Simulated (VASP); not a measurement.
Set up this calculation in VASP 6.6.1, as the native input.

| Item | Value |
| --- | --- |
| Task | single point |
| Functional | r2SCAN |
| Potentials or basis | VASP PAW PBE potentials, release 64 (W_sv) |
| Cutoff | 520 eV |
| k mesh | 20 × 20 × 20 |
| Occupations | gaussian, width 0.15 eV |
| Spin | no spin polarisation |
| Dipole correction | no |
| Further INCAR settings | ALGO = Normal; EDIFF = 1e-07; NBANDS = 13 |

Crystal: W.

```
W
1.0
     0.00000    2.09090    2.09090
     2.09090    0.00000    2.09090
     2.09090    2.09090    0.00000
W
1
Direct
  0.00000 0.00000 0.00000
```

This cell differs from its parent crystal: strain +0.030 along x and y, +0.030 along z.

These files were run (other wordings do the same):

POSCAR

```
W
1.0
    0.0000000000      2.0909000000      2.0909000000
    2.0909000000      0.0000000000      2.0909000000
    2.0909000000      2.0909000000      0.0000000000
W
1
Direct
    0.0000000000      0.0000000000      0.0000000000
```

INCAR.step1

```
PREC = Accurate ; ENCUT = 520
ISMEAR = 0 ; SIGMA = 0.15
LREAL = F ; LASPH = T
NELM = 100 ; NBANDS = 13
GGA = PE ; ALGO = Normal
EDIFF = 1E-4 ; LWAVE = T
LCHARG = F
```

INCAR.step2

```
PREC = Accurate ; ENCUT = 520
EDIFF = 1E-7 ; ISMEAR = 0
SIGMA = 0.15 ; LREAL = F
LASPH = T ; NELM = 100
ALGO = Normal ; ISIF = 2
LWAVE = F ; LCHARG = F
METAGGA = R2SCAN ; LMIXTAU = T
NBANDS = 13 ; ISTART = 1
```

KPOINTS

```
regular mesh
0
Gamma
  20 20 20
```

Potentials or basis: VASP PAW PBE potentials, release 64 (W_sv).

Run with:

```sh
$ cat potpaw_PBE.64/W_sv/POTCAR > POTCAR
$ cp INCAR.step1 INCAR
$ mpirun -np 1 vasp_std > vasp.out
$ cp INCAR.step2 INCAR
$ mpirun -np 1 vasp_std > vasp.out
```

It gave:

The pressure is -27.6 GPa and the band gap on the k mesh is zero (band 7 reaches 11.39 eV, above the bottom of band 8 at 8.45 eV).

Caveat: the cell differs from its parent crystal (strain +0.030 along x and y, +0.030 along z); the PAW data sets were made with another functional, which shifts forces and pressure a little; spin-orbit coupling is left out, which moves the levels of the heavy elements.

Run time: 2.6 min on 1 thread of AMD EPYC 9R45 96-Core Processor (Zen 5), on a shared host, peak memory 0.16 GiB.
